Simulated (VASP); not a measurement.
**PtSe2 (Sudovikovite): density of states with PBEsol+U**

Crystal: PtSe2 (Sudovikovite).

```
Pt Se
1.0
     3.72400    0.00000    0.00000
    -1.86200    3.22508    0.00000
     0.00000    0.00000    5.06200
Pt Se
1 2
Direct
  0.00000 0.00000 0.00000
  0.66667 0.33333 0.75000
  0.33333 0.66667 0.25000
```

```yaml
Program: VASP 6.6.1
Task: density of states
Functional: PBEsol
Potentials_or_basis: VASP PAW PBE potentials, release 64 (Pt, Se)
Cutoff: 520 eV
k_mesh: 8 × 8 × 5
Occupations: fermi-dirac, width 0.05 eV
Spin: no spin polarisation
Hubbard_terms: Pt d U = 3.0 eV
Dipole_correction: no
k_mesh_for_the_DOS: 12 × 12 × 8
Occupations_for_the_DOS: tetrahedron
Further_INCAR_settings: ALGO = Normal; EDIFF = 1e-06; NBANDS = 18
```

```
Valence electrons inside the program's atomic spheres : Pt 9.63; Se 3.78
```

Levels at points of the mesh, in eV from the Fermi level:
```csv
k point,band 8,band 9,band 10,band 11,band 12,band 13,band 14,band 15
"(0.00, 0.00, 0.00)",-3.05,-1.02,-1.02,0.43,1.37,1.37,3.57,4.14
"(0.50, 0.00, 0.00)",-4.10,-3.72,-3.51,-3.24,0.54,2.29,4.65,5.83
"(0.00, 0.00, 0.50)",-2.97,-1.91,-1.46,-1.46,2.22,2.22,4.81,6.23
"(0.50, 0.00, 0.50)",-4.14,-3.75,-2.80,-1.35,0.89,1.42,4.55,4.71
```

Eigenvalues of the final occupation matrices:
```tsv
site	spin	trace	eigenvalues
site 1 d	1	4.16	0.71 0.71 0.91 0.92 0.92
site 1 d	2	4.16	0.71 0.71 0.91 0.92 0.92
```

Wall time 39 s on 1 thread of Intel(R) Xeon(R) 6975P-C (Granite Rapids) (shared host), peak memory 0.27 GiB.

Caveat: spin-orbit coupling is left out, which moves the levels of the heavy elements; U without spin polarisation on a metal has little footing.
